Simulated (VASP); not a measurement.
# SiC (F-43m) in VASP: further runs, part 2 of 2

VASP 6.6.1.

## (4) Single point, b88 exchange, pbe correlation

This run uses another cell than the first one, of 10.76 Å³/atom.

INCAR reads:

```
SYSTEM = SiC
PREC = Accurate ; ENCUT = 600
EDIFF = 1E-6 ; ISMEAR = -1
SIGMA = 0.05 ; LREAL = .FALSE.
LASPH = .TRUE. ; NELM = 120
ALGO = Normal ; ISIF = 2
LWAVE = .FALSE. ; LCHARG = .TRUE.
GGA = LIBXC ; LIBXC1 = GGA_X_B88
LIBXC2 = GGA_C_PBE ; LELF = .TRUE.
LVHAR = .TRUE. ; NBANDS = 11
GGA_COMPAT = .FALSE.
```

KPOINTS reads:

```
regular mesh
0
G
  10 10 10
  0 0 0
```

POSCAR reads:

```
SiC
1.0
    0.0000000000      2.2076743409      2.2076743409
    2.2076743409      0.0000000000      2.2076743409
    2.2076743409      2.2076743409      0.0000000000
Si C
1 1
Direct
    0.0000000000      0.0000000000      0.0000000000
    0.7500000000      0.7500000000      0.7500000000
```

Potentials or basis: VASP PAW PBE potentials, release 64 (Si, C).

Command:

```bash
$ cat potpaw_PBE.64/Si/POTCAR potpaw_PBE.64/C/POTCAR > POTCAR
$ mpirun -np 1 vasp_std > vasp.out
```

OUTCAR:

```text
SYSTEM = SiC
   PREC = Accurate
   ENCUT = 600
   EDIFF = 1E-6
   ISMEAR = -1
   LREAL = .FALSE.
   LASPH = .TRUE.
   NELM = 120
   ISIF = 2
   GGA = LIBXC

 ion  position               nearest neighbor table
   1  0.000  0.000  0.000-   2 1.91   2 1.91   2 1.91   2 1.91
   2  0.750  0.750  0.750-   1 1.91   1 1.91   1 1.91   1 1.91

  LATTYP: Found a face centered cubic cell.
 ALAT       =     4.4153486818

  Lattice vectors:

 A1 = (   0.0000000000,   2.2076743409,   2.2076743409)
 A2 = (   2.2076743409,   0.0000000000,   2.2076743409)
 A3 = (   2.2076743409,   2.2076743409,   0.0000000000)

Analysis of symmetry for initial positions (statically):
=====================================================================
 Subroutine PRICEL returns:
 Original cell was already a primitive cell.

 Routine SETGRP: Setting up the symmetry group for a
 face centered cubic supercell.

 Subroutine GETGRP returns: Found 24 space group operations
 (whereof 24 operations were pure point group operations)
 out of a pool of 48 trial point group operations.

The static configuration has the point symmetry T_d .

Analysis of symmetry for dynamics (positions and initial velocities):
=====================================================================
 Subroutine PRICEL returns:
 Original cell was already a primitive cell.

 Routine SETGRP: Setting up the symmetry group for a
 face centered cubic supercell.

 Subroutine GETGRP returns: Found 24 space group operations
 (whereof 24 operations were pure point group operations)
 out of a pool of 48 trial point group operations.

The dynamic configuration has the point symmetry T_d .

 Subroutine INISYM returns: Found 24 space group operations
 (whereof 24 operations are pure point group operations),
 and found     1 'primitive' translations

----------------------------------------------------------------------------------------

                                     Primitive cell

  volume of cell :      21.5196

  direct lattice vectors                    reciprocal lattice vectors
     0.000000000  2.207674341  2.207674341    -0.226482679  0.226482679  0.226482679
     2.207674341  0.000000000  2.207674341     0.226482679 -0.226482679  0.226482679
     2.207674341  2.207674341  0.000000000     0.226482679  0.226482679 -0.226482679

  length of vectors
     3.122122994  3.122122994  3.122122994     0.392279508  0.392279508  0.392279508

  position of ions in fractional coordinates (direct lattice)
     0.000000000  0.000000000  0.000000000
     0.750000000  0.750000000  0.750000000

  ion indices of the primitive-cell ions
   primitive index   ion index
                 1           1
                 2           2

----------------------------------------------------------------------------------------

 KPOINTS: regular mesh

Automatic generation of k-mesh.
 Grid dimensions read from file:
 generate k-points for:   10   10   10

 Generating k-lattice:

  Cartesian coordinates                     Fractional coordinates (reciprocal lattice)
    -0.022648268  0.022648268  0.022648268     0.100000000  0.000000000  0.000000000
     0.022648268 -0.022648268  0.022648268     0.000000000  0.100000000  0.000000000
     0.022648268  0.022648268 -0.022648268     0.000000000  0.000000000  0.100000000

  Length of vectors
     0.039227951  0.039227951  0.039227951

  Shift w.r.t. Gamma in fractional coordinates (k-lattice)
     0.000000000  0.000000000  0.000000000

 Subroutine IBZKPT returns following result:
 ===========================================

 Found     47 irreducible k-points:

 Following reciprocal coordinates:
            Coordinates               Weight
  0.000000  0.000000  0.000000      1.000000
  0.100000  0.000000  0.000000      8.000000
  0.200000  0.000000  0.000000      8.000000
  0.300000  0.000000  0.000000      8.000000
  0.400000  0.000000  0.000000      8.000000
  0.500000  0.000000  0.000000      4.000000
[... 16 lines left out ...]
  0.300000  0.300000  0.000000      6.000000
  0.400000  0.300000  0.000000     24.000000
 [... further k-points ...]
   k-points           NKPTS =     47   k-points in BZ     NKDIM =     47   number of bands    NBANDS=     11
   number of dos      NEDOS =    301   number of ions     NIONS =      2
   total plane-waves  NPLWV =  21952
   dimension x,y,z NGX =    28 NGY =   28 NGZ =   28
   dimension x,y,z NGXF=    56 NGYF=   56 NGZF=   56
   ions per type =               1   1
   NGX,Y,Z   is equivalent  to a cutoff of  14.91, 14.91, 14.91 a.u.
   NGXF,Y,Z  is equivalent  to a cutoff of  29.82, 29.82, 29.82 a.u.
 SYSTEM =  SiC
   PREC   = accura    normal or accurate (medium, high low for compatibility)
   ISTART =      0    job   : 0-new  1-cont  2-samecut
   ICHARG =      2    charge: 1-file 2-atom 10-const
   ISPIN  =      1    spin polarized calculation?
   LNONCOLLINEAR =      F non collinear calculations
   LSORBIT =      F    spin-orbit coupling
   LASPH  =      T    aspherical Exc in radial PAW
   ENCUT  =  600.0 eV  44.10 Ry    6.64 a.u.   6.24  6.24  6.24*2*pi/ulx,y,z
   NELM   =    120;   NELMIN=  2; NELMDL= -5     # of ELM steps
   EDIFF  = 0.1E-05   stopping-criterion for ELM
   LREAL  =      F    real-space projection
   EDIFFG = 0.1E-04   stopping-criterion for IOM
   NSW    =      0    number of steps for IOM
   IBRION =     -1    ionic relax: 0-MD 1-quasi-New 2-CG
   NFREE  =      0    steps in history (QN), initial steepest desc. (CG)
   ISIF   =      2    stress and relaxation
   ISYM   =      2    0-nonsym 1-usesym 2-fastsym
   POTIM  = 0.5000    time-step for ionic-motion
   TEBEG  =    0.0;   TEEND  =   0.0 temperature during run
   PSTRESS=    0.0 pullay stress
   NELECT =       8.0000    total number of electrons
   NUPDOWN=      -1.0000    fix difference up-down
   EMIN   =  10.00;   EMAX   =-10.00  energy-range for DOS
   EFERMI =   0.00;   METHOD = LEGACY
   ISMEAR =    -1;   SIGMA  =   0.05  broadening in eV -4-tet -1-fermi 0-gaus
   EFERMI_NEDOS =   21; number of points for ismear=-14 and -15
   IALGO  =     38    algorithm
   IMIX   =      4    mixing-type and parameters
     AMIX     =   0.40;   BMIX     =  1.00
     AMIX_MAG =   1.60;   BMIX_MAG =  1.00
  volume/ion in A,a.u.               =      10.76        72.61
  Fermi-wavevector in a.u.,A,eV,Ry     =   1.177136  2.224464 18.852888  1.385648
  Thomas-Fermi vector in A             =   2.313487
   LORBIT       =      0    0 simple, 1 ext, 2 COOP (PROOUT), +10 PAW based schemes
   GGA     = LIBXC    functional components
   LHFCALC =     F    Hartree Fock is set to
   AEXX    =    0.0000 exact exchange contribution
   IVDW    =     0    specifies the selected vdW correction
   LEPSILON=     F    determine dielectric tensor
   LRPA    =     F    only Hartree local field effects (RPA)
 non-spin polarized calculation
  energy-cutoff  :      600.00
  volume of cell :       21.52
 maximum number of plane-waves:       728
 NGX is ok and might be reduce to    28
   NGX = 13   NGY = 13   NGZ = 13

 number of electron       8.0000000 magnetization

 Free energy of the ion-electron system (eV)
  ---------------------------------------------------
  ext. energy  EPLUGINS =         0.00000000
  ---------------------------------------------------
  free energy    TOTEN  =       -14.85534894 eV

  energy without entropy =      -14.85534893  energy(sigma->0) =      -14.85534893

 E-fermi :   8.3658     XC(G=0): -11.2091

 val. band max:        7.6483433431   @ k =   0.0000   0.0000   0.0000
 cond. band min:       9.0456420920   @ k =   0.5000   0.5000   0.0000
 fundamental gap:      1.3972987490
 Fermi energy:         8.3658468572

 k-point     1 :       0.0000    0.0000    0.0000
  band No.  band energies     occupation
      1      -7.4471      2.00000
      2       7.6483      2.00000
      3       7.6483      2.00000
      4       7.6483      2.00000
      5      13.4144      0.00000
      6      14.6988      0.00000
      7      14.6988      0.00000
      8      14.6988      0.00000
      9      21.9366      0.00000
     10      21.9366      0.00000
     11      23.5329      0.00000
[... 309 lines left out ...]
 k-point    24 :       0.4000    0.3000    0.0000
  band No.  band energies     occupation
      1      -4.4124      2.00000
      2       2.1139      2.00000
      3       4.5800      2.00000
      4       5.0890      2.00000
      5      10.4936      0.00000
      6      13.1187      0.00000
      7      18.8549      0.00000
      8      19.2149      0.00000
      9      20.9600      0.00000
     10      25.3735      0.00000
     11      28.3003      0.00000

 [... further k-points ...]

------------------------ aborting loop because EDIFF is reached ----------------------------------------

  FORCE on cell =-STRESS in cart. coord.  units (eV):
  Direction    XX          YY          ZZ          XY          YZ          ZX
  --------------------------------------------------------------------------------------
  -------------------------------------------------------------------------------------
  Total       -0.6682643     -0.6682643     -0.6682643     -0.0000000     -0.0000000     -0.0000000
  in kB      -49.7535203    -49.7535203    -49.7535203     -0.0000000     -0.0000000     -0.0000000
  external PRESSURE =     -49.7535203 kB  Pullay stress =       0.0000000 kB

 VOLUME and BASIS-vectors are now :
 -----------------------------------------------------------------------------
  energy-cutoff  :      600.00
  volume of cell :       21.52
      direct lattice vectors                 reciprocal lattice vectors
     0.000000000  2.207674341  2.207674341    -0.226482679  0.226482679  0.226482679
     2.207674341  0.000000000  2.207674341     0.226482679 -0.226482679  0.226482679
     2.207674341  2.207674341  0.000000000     0.226482679  0.226482679 -0.226482679

 POSITION                                       TOTAL-FORCE (eV/Angst)
 -----------------------------------------------------------------------------------
      0.00000      0.00000      0.00000         0.000000     -0.000000     -0.000000
      3.31151      3.31151      3.31151        -0.000000      0.000000      0.000000
 -----------------------------------------------------------------------------------
    total drift:                                0.000000      0.000000      0.000000

  FREE ENERGIE OF THE ION-ELECTRON SYSTEM (eV)
  ---------------------------------------------------
  free  energy   TOTEN  =       -14.8553489379 eV

  energy  without entropy=      -14.8553489264  energy(sigma->0) =      -14.85534893
```

Wall time 18 s (1 thread of Intel Xeon Platinum 8259CL at 2.50GHz (Skylake/Cascade Lake), shared host); peak memory 0.15 GiB.

What came out:

| Property | Result |
| --- | --- |
| Free energy | -14.8553 eV |
| Pressure | -5.0 GPa |
| Band gap on the k mesh | 1.40 eV (least direct gap 4.50 eV) |

Levels at points of the mesh, in eV from the valence-band top:
| k point | band 1 | band 2 | band 3 | band 4 | band 5 | band 6 | band 7 | band 8 | band 9 |
| --- | --- | --- | --- | --- | --- | --- | --- | --- | --- |
| (0.00, 0.00, 0.00) | -15.10 | 0.00 | 0.00 | 0.00 | 5.77 | 7.05 | 7.05 | 7.05 | 14.29 |
| (0.50, 0.00, 0.00) | -11.68 | -8.31 | -1.04 | -1.04 | 5.08 | 7.08 | 7.08 | 9.84 | 15.73 |
| (0.50, 0.50, 0.00) | -10.27 | -7.66 | -3.10 | -3.10 | 1.40 | 4.20 | 13.58 | 13.58 | 14.27 |

Caveat: the cell stands under tension; the PAW data sets were made with another functional, which shifts forces and pressure a little.

## (5) Single point, b88 exchange, pbe correlation

This run uses another cell than the first one, of 10.97 Å³/atom.

INCAR reads:

```
  PREC = Accurate
  ENCUT = 600
  EDIFF = 1E-6
  ISMEAR = -1
  SIGMA = 0.05
  LREAL = F
  LASPH = T
  NELM = 120
  ALGO = Normal
  ISIF = 2
  LWAVE = F
  LCHARG = F
  GGA = LIBXC
  LIBXC1 = GGA_X_B88
  LIBXC2 = GGA_C_PBE
  NBANDS = 11
  GGA_COMPAT = F
```

KPOINTS reads:

```
regular mesh
0
Gamma
  10 10 10
```

POSCAR reads:

```
SiC
1.0
    0.0000000000      2.2217363401      2.2217363401
    2.2217363401      0.0000000000      2.2217363401
    2.2217363401      2.2217363401      0.0000000000
Si C
1 1
Direct
    0.0000000000      0.0000000000      0.0000000000
    0.7500000000      0.7500000000      0.7500000000
```

Command:

```bash
$ cat potpaw_PBE.64/Si/POTCAR potpaw_PBE.64/C/POTCAR > POTCAR
$ mpirun -np 1 vasp_std > vasp.out
```

Run time: 16 s. Hardware: 1 thread of Intel Xeon Platinum 8259CL at 2.50GHz (Skylake/Cascade Lake), shared host; peak memory 0.15 GiB.

It converged, with:

| Quantity | Value |
| --- | --- |
| Free energy | -14.8383 eV |
| Pressure | -8.5 GPa |
| Band gap on the k mesh | 1.41 eV (least direct gap 4.48 eV) |

Levels at points of the mesh, in eV from the valence-band top:
```csv
k point,band 2,band 3,band 4,band 5,band 6,band 7
"(0.00, 0.00, 0.00)",0.00,0.00,0.00,5.54,6.92,6.92
"(0.50, 0.00, 0.00)",-8.21,-1.04,-1.04,4.92,7.00,7.00
"(0.50, 0.50, 0.00)",-7.61,-3.07,-3.07,1.41,4.13,13.36
```

Caveat: the cell stands under tension; the PAW data sets were made with another functional, which shifts forces and pressure a little. A k mesh can miss the band edges.

## (6) Overview

```tsv
cell	gap on the mesh (eV)	pressure (GPa)
a = 3.082 Å, angles 60.0°, 2 atoms	1.36	3.2
a = 3.102 Å, angles 60.0°, 2 atoms	1.38	-1.1
a = 3.122 Å, angles 60.0°, 2 atoms	1.40	-5.0
a = 3.142 Å, angles 60.0°, 2 atoms	1.41	-8.5
```

Alike in all rows: task single point; level b88 exchange, pbe correlation; potentials or basis VASP PAW PBE potentials, release 64 (Si, C); no spin polarisation; k mesh 10 × 10 × 10; cutoff (eV) 600; smearing fermi-dirac 0.05 eV.

Caveats: the PAW data sets were made with another functional, which shifts forces and pressure a little; the cell stands under tension (at least some runs); the cell stands under pressure (at least some runs).

Total energies depend on the potentials used, so only differences within one code and one set of settings carry meaning.
